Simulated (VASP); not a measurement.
# Cr (Im-3m) in VASP: notebook

Runs on Cr. Level: PBE. Tasks: single point.

Program: VASP 6.6.1. These are calculated values, not measurements. Logs are shortened: lines on timing, memory, paths and dates and some standing lists are left out, and cuts for length are marked.

**1. The cell of the first run**

The structure is cubic, space group Im-3m (No. 229). The conventional cell has a = 2.969 Å, b = 2.969 Å, c = 2.969 Å, α = 90.00°, β = 90.00°, γ = 90.00°. Within 3.4 Å of Cr (site symmetry m-3m) lie 14 Cr at 2.57 to 2.97 Å.

**2. Single point, PBE, collinear spin, ferrimagnetic start**

INCAR

```
ALGO     = Normal         # electronic algorithm
EDIFF    = 1E-7           # SCF threshold, eV
ENCUT    = 520            # plane-wave cutoff, eV
GGA      = PE             # functional
ISIF     = 2              # what is computed and relaxed
ISMEAR   = -1             # smearing method
ISPIN    = 2              # spin polarisation
LASPH    = True           # aspherical terms in the spheres
LCHARG   = False          # write CHGCAR
LMAXMIX  = 4              # l up to which the mixer works
LORBIT   = 11             # projections on sites
LREAL    = False          # projectors in reciprocal space
LWAVE    = False          # write WAVECAR
MAGMOM   = -0.9 2.5       # initial moments
NBANDS   = 23             # bands
NELM     = 150            # most SCF steps
NUPDOWN  = 1.6            # fixed moment
PREC     = Accurate       # precision mode
SIGMA    = 0.05           # smearing width, eV
```

KPOINTS

```
k-points
0
Gamma
  11 11 11
```

POSCAR

```
Cr
1.0
    2.9688993551      0.0000000000      0.0000000000
    0.0000000000      2.9688993551      0.0000000000
    0.0000000000      0.0000000000      2.9688993551
Cr
2
Direct
    0.0000000000      0.0000000000      0.0000000000
    0.5000000000      0.5000000000      0.5000000000
```

Potentials or basis: VASP PAW PBE potentials, release 64 (Cr_pv).

The run is started by

```bash
$ cat potpaw_PBE.64/Cr_pv/POTCAR > POTCAR
$ mpirun -np 1 vasp_std > vasp.out
```

OUTCAR:

```text
EDIFF = 1E-7
   ENCUT = 520
   GGA = PE
   ISIF = 2
   ISMEAR = -1
   ISPIN = 2
   LASPH = True
   LORBIT = 11
   LREAL = False
   NELM = 150
   NUPDOWN = 1.6
   PREC = Accurate

 ion  position               nearest neighbor table
   1  0.000  0.000  0.000-   2 2.57   2 2.57   2 2.57   2 2.57   2 2.57   2 2.57   2 2.57   2 2.57

   2  0.500  0.500  0.500-   1 2.57   1 2.57   1 2.57   1 2.57   1 2.57   1 2.57   1 2.57   1 2.57

  LATTYP: Found a simple cubic cell.
 ALAT       =     2.9688993551

  Lattice vectors:

 A1 = (   2.9688993551,   0.0000000000,   0.0000000000)
 A2 = (   0.0000000000,   2.9688993551,   0.0000000000)
 A3 = (   0.0000000000,   0.0000000000,   2.9688993551)

Analysis of symmetry for initial positions (statically):
=====================================================================
 Subroutine PRICEL returns following result:

  LATTYP: Found a body centered cubic cell.
 ALAT       =     2.9688993551

  Lattice vectors:

 A1 = (   1.4844496776,   1.4844496776,  -1.4844496775)
 A2 = (  -1.4844496776,   1.4844496775,   1.4844496775)
 A3 = (   1.4844496776,  -1.4844496775,   1.4844496776)

   2 primitive cells build up your supercell.

 Routine SETGRP: Setting up the symmetry group for a
 simple cubic supercell.

 Subroutine GETGRP returns: Found 48 space group operations
 (whereof 48 operations were pure point group operations)
 out of a pool of 48 trial point group operations.

The static configuration has the point symmetry O_h .

Analysis of symmetry for dynamics (positions and initial velocities):
=====================================================================
 Subroutine PRICEL returns following result:

  LATTYP: Found a body centered cubic cell.
 ALAT       =     2.9688993551

  Lattice vectors:

 A1 = (   1.4844496776,   1.4844496776,  -1.4844496775)
 A2 = (  -1.4844496776,   1.4844496775,   1.4844496775)
 A3 = (   1.4844496776,  -1.4844496775,   1.4844496776)

   2 primitive cells build up your supercell.

 Routine SETGRP: Setting up the symmetry group for a
 simple cubic supercell.

 Subroutine GETGRP returns: Found 48 space group operations
 (whereof 48 operations were pure point group operations)
 out of a pool of 48 trial point group operations.

The dynamic configuration has the point symmetry O_h .

Analysis of structural, dynamic, and magnetic symmetry:
=====================================================================
 Subroutine PRICEL returns:
 Original cell was already a primitive cell.

 Routine SETGRP: Setting up the symmetry group for a
 simple cubic supercell.

 Subroutine GETGRP returns: Found 48 space group operations
 (whereof 48 operations were pure point group operations)
 out of a pool of 48 trial point group operations.

The overall configuration has the point symmetry O_h .

 Subroutine INISYM returns: Found 48 space group operations
 (whereof 48 operations are pure point group operations),
 and found     1 'primitive' translations

----------------------------------------------------------------------------------------

                                     Primitive cell

  volume of cell :      26.1690

  direct lattice vectors                    reciprocal lattice vectors
     2.968899355  0.000000000  0.000000000     0.336825160  0.000000000  0.000000000
     0.000000000  2.968899355  0.000000000     0.000000000  0.336825160  0.000000000
     0.000000000  0.000000000  2.968899355     0.000000000  0.000000000  0.336825160

  length of vectors
     2.968899355  2.968899355  2.968899355     0.336825160  0.336825160  0.336825160

  position of ions in fractional coordinates (direct lattice)
     0.000000000  0.000000000  0.000000000
     0.500000000  0.500000000  0.500000000

  ion indices of the primitive-cell ions
   primitive index   ion index
                 1           1
                 2           2

----------------------------------------------------------------------------------------

 KPOINTS: k-points

Automatic generation of k-mesh.
 Grid dimensions read from file:
 generate k-points for:   11   11   11

 Generating k-lattice:

  Cartesian coordinates                     Fractional coordinates (reciprocal lattice)
     0.030620469  0.000000000  0.000000000     0.090909091  0.000000000  0.000000000
     0.000000000  0.030620469  0.000000000     0.000000000  0.090909091  0.000000000
     0.000000000  0.000000000  0.030620469     0.000000000  0.000000000  0.090909091

  Length of vectors
     0.030620469  0.030620469  0.030620469

  Shift w.r.t. Gamma in fractional coordinates (k-lattice)
     0.000000000  0.000000000  0.000000000

 Subroutine IBZKPT returns following result:
 ===========================================

 Found     56 irreducible k-points:

 Following reciprocal coordinates:
            Coordinates               Weight
  0.000000  0.000000  0.000000      1.000000
  0.090909  0.000000  0.000000      6.000000
  0.181818  0.000000  0.000000      6.000000
  0.272727  0.000000  0.000000      6.000000
  0.363636  0.000000  0.000000      6.000000
  0.454545  0.000000  0.000000      6.000000
[... 16 lines left out ...]
  0.181818  0.090909  0.090909     24.000000
  0.272727  0.090909  0.090909     24.000000
 [... further k-points ...]
   k-points           NKPTS =     56   k-points in BZ     NKDIM =     56   number of bands    NBANDS=     23
   number of dos      NEDOS =    301   number of ions     NIONS =      2
   total plane-waves  NPLWV =  13824
   dimension x,y,z NGX =    24 NGY =   24 NGZ =   24
   dimension x,y,z NGXF=    48 NGYF=   48 NGZF=   48
   ions per type =               2
   NGX,Y,Z   is equivalent  to a cutoff of  13.44, 13.44, 13.44 a.u.
   NGXF,Y,Z  is equivalent  to a cutoff of  26.88, 26.88, 26.88 a.u.
 SYSTEM =  unknown system
   PREC   = accura    normal or accurate (medium, high low for compatibility)
   ISTART =      0    job   : 0-new  1-cont  2-samecut
   ICHARG =      2    charge: 1-file 2-atom 10-const
   ISPIN  =      2    spin polarized calculation?
   LNONCOLLINEAR =      F non collinear calculations
   LSORBIT =      F    spin-orbit coupling
   LASPH  =      T    aspherical Exc in radial PAW
   ENCUT  =  520.0 eV  38.22 Ry    6.18 a.u.   5.52  5.52  5.52*2*pi/ulx,y,z
   NELM   =    150;   NELMIN=  2; NELMDL= -5     # of ELM steps
   EDIFF  = 0.1E-06   stopping-criterion for ELM
   LREAL  =      F    real-space projection
   EDIFFG = 0.1E-05   stopping-criterion for IOM
   NSW    =      0    number of steps for IOM
   IBRION =     -1    ionic relax: 0-MD 1-quasi-New 2-CG
   NFREE  =      0    steps in history (QN), initial steepest desc. (CG)
   ISIF   =      2    stress and relaxation
   ISYM   =      2    0-nonsym 1-usesym 2-fastsym
   POTIM  = 0.5000    time-step for ionic-motion
   TEBEG  =    0.0;   TEEND  =   0.0 temperature during run
   PSTRESS=    0.0 pullay stress
   NELECT =      24.0000    total number of electrons
   NUPDOWN=       1.6000    fix difference up-down
   EMIN   =  10.00;   EMAX   =-10.00  energy-range for DOS
   EFERMI =   0.00;   METHOD = LEGACY
   ISMEAR =    -1;   SIGMA  =   0.05  broadening in eV -4-tet -1-fermi 0-gaus
   EFERMI_NEDOS =   21; number of points for ismear=-14 and -15
   IALGO  =     38    algorithm
   IMIX   =      4    mixing-type and parameters
     AMIX     =   0.40;   BMIX     =  1.00
     AMIX_MAG =   1.60;   BMIX_MAG =  1.00
  volume/ion in A,a.u.               =      13.08        88.30
  Fermi-wavevector in a.u.,A,eV,Ry     =   1.590559  3.005721 34.421077  2.529878
  Thomas-Fermi vector in A             =   2.689235
   LORBIT       =     11    0 simple, 1 ext, 2 COOP (PROOUT), +10 PAW based schemes
   GGA     = PE    functional components
   LHFCALC =     F    Hartree Fock is set to
   AEXX    =    0.0000 exact exchange contribution
   IVDW    =     0    specifies the selected vdW correction
   LEPSILON=     F    determine dielectric tensor
   LRPA    =     F    only Hartree local field effects (RPA)
 spin polarized calculation
  energy-cutoff  :      520.00
  volume of cell :       26.17
 maximum number of plane-waves:       739
 NGX is ok and might be reduce to    24
   NGX = 11   NGY = 11   NGZ = 11

 number of electron      24.0000017 magnetization       1.6000000

 Free energy of the ion-electron system (eV)
  ---------------------------------------------------
  ext. energy  EPLUGINS =         0.00000000
  ---------------------------------------------------
  free energy    TOTEN  =       -18.32082650 eV

  energy without entropy =      -18.29137202  energy(sigma->0) =      -18.30609926

 E-fermi :   8.7730     XC(G=0): -12.9488

 val. band max:        9.6423416089   @ k =   0.2727   0.1818   0.0909
 cond. band min:       8.7744550183   @ k =   0.2727   0.0909   0.0000
 fundamental gap:     -0.8678865906
 Fermi energy:         9.6491268442

 spin component 1

 k-point     1 :       0.0000    0.0000    0.0000
  band No.  band energies     occupation
      1     -34.2316      1.00000
      2     -34.2316      1.00000
      3     -34.2316      1.00000
      4     -33.8020      1.00000
      5     -33.8020      1.00000
      6     -33.8020      1.00000
[... 15 lines left out ...]
     22      18.6626      0.00000
     23      24.9318      0.00000
[... 575 lines left out ...]
      1     -34.2639      1.00000
      2     -34.1658      1.00000
      3     -34.0754      1.00000
      4     -34.0197      1.00000
      5     -33.8749      1.00000
      6     -33.8351      1.00000
[... 15 lines left out ...]
     22      20.6040      0.00000
     23      26.3698      0.00000

 [... further k-points ...]

 spin component 2

 k-point     1 :       0.0000    0.0000    0.0000
  band No.  band energies     occupation
      1     -33.4988      1.00000
      2     -33.4988      1.00000
      3     -33.4988      1.00000
      4     -33.0645      1.00000
      5     -33.0645      1.00000
      6     -33.0645      1.00000
[... 15 lines left out ...]
     22      19.0595      0.00000
     23      25.2718      0.00000
[... 575 lines left out ...]
      1     -33.5327      1.00000
      2     -33.4325      1.00000
      3     -33.3409      1.00000
      4     -33.2860      1.00000
      5     -33.1382      1.00000
      6     -33.0981      1.00000
[... 15 lines left out ...]
     22      21.0593      0.00000
     23      26.7017      0.00000

 [... further k-points ...]
[... 5 lines left out ...]
  --------------------------------------------------------------------------------------
  -------------------------------------------------------------------------------------
  Total       -3.2095257     -3.2095257     -3.2095257     -0.0000000     -0.0000000     -0.0000000
  in kB     -196.5011098   -196.5011098   -196.5011098     -0.0000000     -0.0000000     -0.0000000
  external PRESSURE =    -196.5011098 kB  Pullay stress =       0.0000000 kB

 VOLUME and BASIS-vectors are now :
 -----------------------------------------------------------------------------
  energy-cutoff  :      520.00
  volume of cell :       26.17
      direct lattice vectors                 reciprocal lattice vectors
     2.968899355  0.000000000  0.000000000     0.336825160  0.000000000  0.000000000
     0.000000000  2.968899355  0.000000000     0.000000000  0.336825160  0.000000000
     0.000000000  0.000000000  2.968899355     0.000000000  0.000000000  0.336825160

 POSITION                                       TOTAL-FORCE (eV/Angst)
 -----------------------------------------------------------------------------------
      0.00000      0.00000      0.00000         0.000000      0.000000      0.000000
      1.48445      1.48445      1.48445         0.000000      0.000000      0.000000
 -----------------------------------------------------------------------------------
    total drift:                                0.000000      0.000000     -0.000000

  FREE ENERGIE OF THE ION-ELECTRON SYSTEM (eV)
  ---------------------------------------------------
  free  energy   TOTEN  =       -18.3208264976 eV

  energy  without entropy=      -18.2913720186  energy(sigma->0) =      -18.30609926

 total charge

# of ion       s       p       d       tot
------------------------------------------
    1        0.396   6.320   4.105  10.822
    2        0.396   6.320   4.105  10.822
--------------------------------------------------
tot          0.793  12.641   8.210  21.644

 magnetization (x)

# of ion       s       p       d       tot
------------------------------------------
    1        0.003   0.032   0.706   0.741
    2        0.003   0.032   0.707   0.741
--------------------------------------------------
tot          0.006   0.063   1.413   1.482
```

Wall time 81 s (1 thread of Intel Xeon Platinum 8259CL at 2.50GHz (Skylake/Cascade Lake), shared host); peak memory 0.18 GiB.

What came out:

```yaml
Free_energy: -18.3208 eV
Pressure: -19.7 GPa
Net_moment: 1.60 μB per cell
Site_moments: Cr +0.74 μB
Valence_electrons_inside_the_program's_atomic_spheres: Cr 10.82
```

Caveat: the cell stands under tension; the total moment is fixed, so each spin has its own Fermi level.

**3. Single point, PBE, collinear spin, ferrimagnetic start**

INCAR: that of step 2 with these lines changed.

```diff
@@ -1,3 +1,3 @@
 ALGO     = Normal         # electronic algorithm
-EDIFF    = 1E-7           # SCF threshold, eV
+EDIFF    = 1E-6           # SCF threshold, eV
 ENCUT    = 520            # plane-wave cutoff, eV
@@ -13,6 +13,6 @@
 LWAVE    = False          # write WAVECAR
-MAGMOM   = -0.9 2.5       # initial moments
+MAGMOM   = -0.5 2.9       # initial moments
 NBANDS   = 23             # bands
 NELM     = 150            # most SCF steps
-NUPDOWN  = 1.6            # fixed moment
+NUPDOWN  = 2.4            # fixed moment
 PREC     = Accurate       # precision mode
```

KPOINTS is that of step 2.

POSCAR is that of step 2.

Potentials or basis: VASP PAW PBE potentials, release 64 (Cr_pv).

The run is started by

```bash
$ cat potpaw_PBE.64/Cr_pv/POTCAR > POTCAR
$ mpirun -np 1 vasp_std > vasp.out
```

OUTCAR:

```text
EDIFF = 1E-6
   ENCUT = 520
   GGA = PE
   ISIF = 2
   ISMEAR = -1
   ISPIN = 2
   LASPH = True
   LORBIT = 11
   LREAL = False
   NELM = 150
   NUPDOWN = 2.4
   PREC = Accurate

 ion  position               nearest neighbor table
   1  0.000  0.000  0.000-   2 2.57   2 2.57   2 2.57   2 2.57   2 2.57   2 2.57   2 2.57   2 2.57

   2  0.500  0.500  0.500-   1 2.57   1 2.57   1 2.57   1 2.57   1 2.57   1 2.57   1 2.57   1 2.57

  LATTYP: Found a simple cubic cell.
 ALAT       =     2.9688993551

  Lattice vectors:

 A1 = (   2.9688993551,   0.0000000000,   0.0000000000)
[... 1483 lines left out ...]

 VOLUME and BASIS-vectors are now :
 -----------------------------------------------------------------------------
  energy-cutoff  :      520.00
  volume of cell :       26.17
      direct lattice vectors                 reciprocal lattice vectors
     2.968899355  0.000000000  0.000000000     0.336825160  0.000000000  0.000000000
     0.000000000  2.968899355  0.000000000     0.000000000  0.336825160  0.000000000
     0.000000000  0.000000000  2.968899355     0.000000000  0.000000000  0.336825160

 POSITION                                       TOTAL-FORCE (eV/Angst)
 -----------------------------------------------------------------------------------
      0.00000      0.00000      0.00000         0.000000      0.000000      0.000000
      1.48445      1.48445      1.48445         0.000000      0.000000      0.000000
 -----------------------------------------------------------------------------------
    total drift:                                0.000000      0.000000     -0.000000

  FREE ENERGIE OF THE ION-ELECTRON SYSTEM (eV)
  ---------------------------------------------------
  free  energy   TOTEN  =       -17.9513877736 eV

  energy  without entropy=      -17.9107951306  energy(sigma->0) =      -17.93109145

 total charge

# of ion       s       p       d       tot
------------------------------------------
    1        0.396   6.317   4.114  10.827
    2        0.396   6.317   4.114  10.827
--------------------------------------------------
tot          0.792  12.635   8.228  21.654

 magnetization (x)

# of ion       s       p       d       tot
------------------------------------------
    1        0.004   0.042   1.070   1.115
    2        0.004   0.042   1.070   1.116
--------------------------------------------------
tot          0.008   0.083   2.140   2.231
```

OSZICAR:

```text
N       E                     dE             d eps       ncg     rms          rms(c)
DAV:   1     0.245485331580E+03    0.24549E+03   -0.13009E+04  5152   0.122E+03
DAV:   2    -0.124322453479E+02   -0.25792E+03   -0.24885E+03  5264   0.377E+02
DAV:   3    -0.204044733509E+02   -0.79722E+01   -0.79019E+01  6370   0.784E+01
DAV:   4    -0.204783541936E+02   -0.73881E-01   -0.73769E-01  5882   0.753E+00
DAV:   5    -0.204794096649E+02   -0.10555E-02   -0.10543E-02  5565   0.859E-01    0.172E+01
DAV:   6    -0.182661835537E+02    0.22132E+01   -0.12294E+01  5481   0.372E+01    0.886E+00
DAV:   7    -0.214476031962E+02   -0.31814E+01   -0.34632E+01  5932   0.373E+01    0.233E+01
DAV:   8    -0.179497080923E+02    0.34979E+01   -0.16493E+01  6027   0.224E+01    0.304E+00
DAV:   9    -0.179510921408E+02   -0.13840E-02   -0.12191E-01  5390   0.262E+00    0.130E+00
DAV:  10    -0.179490368794E+02    0.20553E-02   -0.77297E-02  6118   0.225E+00    0.626E-01
DAV:  11    -0.179505437296E+02   -0.15069E-02   -0.22734E-02  5820   0.113E+00    0.229E-01
DAV:  12    -0.179511751986E+02   -0.63147E-03   -0.42458E-03  6188   0.398E-01    0.137E-01
DAV:  13    -0.179513133247E+02   -0.13813E-03   -0.79958E-04  6245   0.188E-01    0.786E-02
DAV:  14    -0.179513739673E+02   -0.60643E-04   -0.87895E-04  6769   0.242E-01    0.212E-02
DAV:  15    -0.179513842153E+02   -0.10248E-04   -0.13318E-04  5974   0.799E-02    0.805E-03
DAV:  16    -0.179513863951E+02   -0.21798E-05   -0.82170E-06  5523   0.233E-02    0.513E-03
DAV:  17    -0.179513875799E+02   -0.11848E-05   -0.13418E-06  2891   0.712E-03    0.344E-03
DAV:  18    -0.179513877736E+02   -0.19371E-06   -0.18974E-06  2996   0.118E-02
   1 F= -.17951388E+02 E0= -.17931091E+02  d E =-.405926E-01  mag=     2.4000
```

Run time: 80 s. Hardware: 1 thread of Intel Xeon Platinum 8259CL at 2.50GHz (Skylake/Cascade Lake), shared host; peak memory 0.17 GiB.

What came out:

```
Free energy                                           : -17.9514 eV
Pressure                                              : -14.2 GPa
Net moment                                            : 2.40 μB per cell
Site moments                                          : Cr +1.11, +1.12 μB
Valence electrons inside the program's atomic spheres : Cr 10.83
```

Caveat: the cell stands under tension; the total moment is fixed, so each spin has its own Fermi level.
